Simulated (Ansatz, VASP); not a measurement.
# ZnC2 in VASP and in Ansatz

```xyz
3
Lattice="2.4824 0.0000 0.0000 -1.2412 2.1499 0.0000 0.0000 0.0000 9.0870" Properties=species:S:1:pos:R:3 pbc="T T T"
Zn    0.0000    0.0000    0.0000
C     0.0000    1.4332    4.5435
C     1.2412    0.7166    4.5435
```

Alike in both runs: functional PBE; k mesh 24 × 24 × 6; occupations gaussian, width 0.1 eV; no spin polarisation.

Ansatz relaxed the structure, and its values are those at the end. VASP's run is a single point on that final structure, the one shown.

|  | VASP | Ansatz |
| --- | --- | --- |
| version | VASP 6.6.1 | Ansatz 0.2.0 |
| potentials or method | VASP PAW PBE potentials, release 64 (Zn, C), cutoff 520 eV | scalar-relativistic, plane waves, PAW |
| valence electrons in the cell | 20 | 20 |

|  | VASP | Ansatz | Ansatz less VASP |
| --- | --- | --- | --- |
| gap on the k mesh at the Fermi level (eV) | none | none | - |
| pressure (GPa) | 0.3 | 0.0 | -0.29 |

A gap of «none» marks a metal or a gap that the smearing closes.
